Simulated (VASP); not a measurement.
# Al (Fmmm) in VASP: further runs

Runs on Al. Level: PBEsol. Tasks: single point.

All numbers are computed with VASP 6.6.1; they aren't measurements. Logs are shortened: lines on timing, memory, paths and dates and some standing lists are left out, and cuts for length are marked.

## 1. The cell of the first run

Symmetry: Fmmm, No. 69, orthorhombic system. The conventional cell has a = 3.213 Å, b = 4.459 Å, c = 4.629 Å, α = 90.00°, β = 90.00°, γ = 90.00°. Within 3.6 Å of Al (site symmetry mmm) lie 14 Al at 2.75 to 3.21 Å.

## 2. Single point, PBEsol (strain +0.0375 x Voigt [0, 0, 0, 0, 0, 1])

File INCAR:

```
PREC = Accurate
ENCUT = 520
EDIFF = 1E-6
ISMEAR = 0
SIGMA = 0.15
LREAL = F
LASPH = T
NELM = 60
ALGO = Fast
ISIF = 2
LWAVE = F
LCHARG = T
GGA = PS
LELF = T
LVHAR = T
NBANDS = 8
```

File KPOINTS:

```
regular mesh
0
Gamma
  26 26 26
```

File POSCAR:

```
Al
1.0
   -1.5763182726      1.5763182726      1.6064390039
    1.5763182726     -1.5763182726      1.6064390039
    1.6365597352      1.6365597352     -1.6064390039
Al
1
Direct
    0.0000000000      0.0000000000      0.0000000000
```

Potentials or basis: VASP PAW PBE potentials, release 64 (Al).

Run with:

```
$ cat potpaw_PBE.64/Al/POTCAR > POTCAR
$ mpirun -np 1 vasp_std > vasp.out
```

OUTCAR:

```text
PREC = Accurate
   ENCUT = 520
   EDIFF = 1E-6
   ISMEAR = 0
   LREAL = F
   LASPH = T
   NELM = 60
   ISIF = 2
   GGA = PS

 ion  position               nearest neighbor table
   1  0.000  0.000  0.000-

  LATTYP: Found a face centered orthorhombic cell.
 ALAT       =     3.2128780078
 B/A-ratio  =     1.3876970581
 C/A-ratio  =     1.4407300666

  Lattice vectors:

 A1 = (   3.2128780078,   0.0602414626,   0.0000000000)
 A2 = (   1.6365597352,   1.6365597352,   1.6064390039)
 A3 = (   1.5763182726,  -1.5763182726,   1.6064390039)

Analysis of symmetry for initial positions (statically):
=====================================================================
 Subroutine PRICEL returns:
 Original cell was already a primitive cell.

 Routine SETGRP: Setting up the symmetry group for a
 face centered orthorhombic supercell.

 Subroutine GETGRP returns: Found  8 space group operations
 (whereof  8 operations were pure point group operations)
 out of a pool of  8 trial point group operations.

The static configuration has the point symmetry D_2h.

Analysis of symmetry for dynamics (positions and initial velocities):
=====================================================================
 Subroutine PRICEL returns:
 Original cell was already a primitive cell.

 Routine SETGRP: Setting up the symmetry group for a
 face centered orthorhombic supercell.

 Subroutine GETGRP returns: Found  8 space group operations
 (whereof  8 operations were pure point group operations)
 out of a pool of  8 trial point group operations.

The dynamic configuration has the point symmetry D_2h.

 Subroutine INISYM returns: Found  8 space group operations
 (whereof  8 operations are pure point group operations),
 and found     1 'primitive' translations

----------------------------------------------------------------------------------------

                                     Primitive cell

  volume of cell :      16.5768

  direct lattice vectors                    reciprocal lattice vectors
    -1.576318273  1.576318273  1.606439004    -0.005837942  0.311356884  0.311247423
     1.576318273 -1.576318273  1.606439004     0.311356884 -0.005837942  0.311247423
     1.636559735  1.636559735 -1.606439004     0.305518943  0.305518943  0.000000000

[... 80 lines left out ...]
   NELM   =     60;   NELMIN=  2; NELMDL= -5     # of ELM steps
   EDIFF  = 0.1E-05   stopping-criterion for ELM
   LREAL  =      F    real-space projection
   EDIFFG = 0.1E-04   stopping-criterion for IOM
   NSW    =      0    number of steps for IOM
   IBRION =     -1    ionic relax: 0-MD 1-quasi-New 2-CG
   NFREE  =      0    steps in history (QN), initial steepest desc. (CG)
   ISIF   =      2    stress and relaxation
   ISYM   =      2    0-nonsym 1-usesym 2-fastsym
   POTIM  = 0.5000    time-step for ionic-motion
   TEBEG  =    0.0;   TEEND  =   0.0 temperature during run
   PSTRESS=    0.0 pullay stress
   NELECT =       3.0000    total number of electrons
   NUPDOWN=      -1.0000    fix difference up-down
   EMIN   =  10.00;   EMAX   =-10.00  energy-range for DOS
   EFERMI =   0.00;   METHOD = LEGACY
   ISMEAR =     0;   SIGMA  =   0.15  broadening in eV -4-tet -1-fermi 0-gaus
   EFERMI_NEDOS =   21; number of points for ismear=-14 and -15
   IALGO  =     68    algorithm
   IMIX   =      4    mixing-type and parameters
     AMIX     =   0.40;   BMIX     =  1.00
     AMIX_MAG =   1.60;   BMIX_MAG =  1.00
  volume/ion in A,a.u.               =      16.58       111.87
  Fermi-wavevector in a.u.,A,eV,Ry     =   0.926009  1.749903 11.666898  0.857493
  Thomas-Fermi vector in A             =   2.051925
   LORBIT       =      0    0 simple, 1 ext, 2 COOP (PROOUT), +10 PAW based schemes
   GGA     = PS    functional components
   LHFCALC =     F    Hartree Fock is set to
   AEXX    =    0.0000 exact exchange contribution
   IVDW    =     0    specifies the selected vdW correction
   LEPSILON=     F    determine dielectric tensor
   LRPA    =     F    only Hartree local field effects (RPA)
 non-spin polarized calculation
 RMM-DIIS sequential band-by-band and
 Gauss-broadening in eV      SIGMA  =   0.15
  energy-cutoff  :      520.00
  volume of cell :       16.58
 maximum number of plane-waves:       464
   NGX = 11   NGY = 11   NGZ = 11

 number of electron       3.0000000 magnetization

 Free energy of the ion-electron system (eV)
  ---------------------------------------------------
  ext. energy  EPLUGINS =         0.00000000
  ---------------------------------------------------
  free energy    TOTEN  =        -3.99333063 eV

  energy without entropy =       -3.98876099  energy(sigma->0) =       -3.99104581

 E-fermi :   7.9020     XC(G=0): -10.2433

 val. band max:        7.9000359843   @ k =  -0.2308   0.4615   0.3846
 cond. band min:       7.9031392446   @ k =   0.3846   0.3462   0.0000
 fundamental gap:      0.0031032603
 Fermi energy:         7.9019830648

 k-point     1 :       0.0000    0.0000    0.0000
  band No.  band energies     occupation
      1      -3.1920      2.00000
      2      20.8644      0.00000
      3      20.9357      0.00000
      4      21.3808      0.00000
      5      21.9447      0.00000
      6      22.5204      0.00000
      7      22.9153      0.00000
      8      24.1623      0.00000
[... 243 lines left out ...]
 k-point    24 :       0.3846    0.0385    0.0000
  band No.  band energies     occupation
      1       1.4288      2.00000
      2       6.7577      2.00000
      3      15.7017      0.00000
      4      16.0168      0.00000
      5      18.3389      0.00000
      6      20.2711      0.00000
      7      27.0245      0.00000
      8      28.7864      0.00000

 [... further k-points ...]

------------------------ aborting loop because EDIFF is reached ----------------------------------------

  FORCE on cell =-STRESS in cart. coord.  units (eV):
  Direction    XX          YY          ZZ          XY          YZ          ZX
  --------------------------------------------------------------------------------------
  -------------------------------------------------------------------------------------
  Total        0.0165240      0.0165240      0.0137209     -0.1673840      0.0000000      0.0000000
  in kB        1.5970736      1.5970736      1.3261514    -16.1779883      0.0000000      0.0000000
  external PRESSURE =       1.5067662 kB  Pullay stress =       0.0000000 kB

 VOLUME and BASIS-vectors are now :
 -----------------------------------------------------------------------------
  energy-cutoff  :      520.00
  volume of cell :       16.58
      direct lattice vectors                 reciprocal lattice vectors
    -1.576318273  1.576318273  1.606439004    -0.005837942  0.311356884  0.311247423
     1.576318273 -1.576318273  1.606439004     0.311356884 -0.005837942  0.311247423
     1.636559735  1.636559735 -1.606439004     0.305518943  0.305518943  0.000000000

 POSITION                                       TOTAL-FORCE (eV/Angst)
 -----------------------------------------------------------------------------------
      0.00000      0.00000      0.00000         0.000000     -0.000000      0.000000
 -----------------------------------------------------------------------------------
    total drift:                                0.000000     -0.000000     -0.000000

  FREE ENERGIE OF THE ION-ELECTRON SYSTEM (eV)
  ---------------------------------------------------
  free  energy   TOTEN  =        -3.9933306324 eV

  energy  without entropy=       -3.9887609908  energy(sigma->0) =       -3.99104581
```

stdout:

```text
POSCAR found type information on POSCAR Al
 POSCAR found :  1 types and       1 ions
 scaLAPACK will be used
 -----------------------------------------------------------------------------
|                                                                             |
|                                                                             |
|     You enforced a specific xc type in the INCAR file but a different       |
|     I HOPE YOU KNOW WHAT YOU ARE DOING!                                     |
|                                                                             |
 -----------------------------------------------------------------------------

 LDA part: xc-table for (Slater+PW92), standard interpolation
 POSCAR, INCAR and KPOINTS ok, starting setup
 FFT: planning ... GRIDC
 FFT: planning ... GRID_SOFT
 FFT: planning ... GRID
 WAVECAR not read
 entering main loop
```

Wall time 3.9 min (1 thread of Intel Xeon 8259CL, shared host); peak memory 0.38 GiB.

Results:

```
Free energy            : -3.9933 eV
Pressure               : 0.2 GPa
Band gap on the k mesh : zero (an odd number of electrons rules out a gap without spin polarisation)
```

Levels at points of the mesh, in eV from the Fermi level:
| k point | band 1 | band 2 | band 3 | band 4 |
| --- | --- | --- | --- | --- |
| (0.00, 0.00, 0.00) | -11.09 | 12.96 | 13.03 | 13.48 |
| (0.50, 0.00, 0.00) | -4.30 | -3.85 | 7.99 | 8.19 |
| (0.50, 0.50, 0.00) | -4.13 | -3.50 | 7.76 | 8.15 |
| (0.00, 0.00, 0.50) | -4.46 | -4.20 | 8.34 | 8.48 |
| (0.50, 0.50, 0.50) | 1.69 | 1.85 | 2.05 | 2.98 |

Caveat: the cell differs from its parent crystal (strain +0.0375 x Voigt [0, 0, 0, 0, 0, 1]); the PAW data sets were made with another functional, which shifts forces and pressure a little.

(Continued in part 2 of 2.)
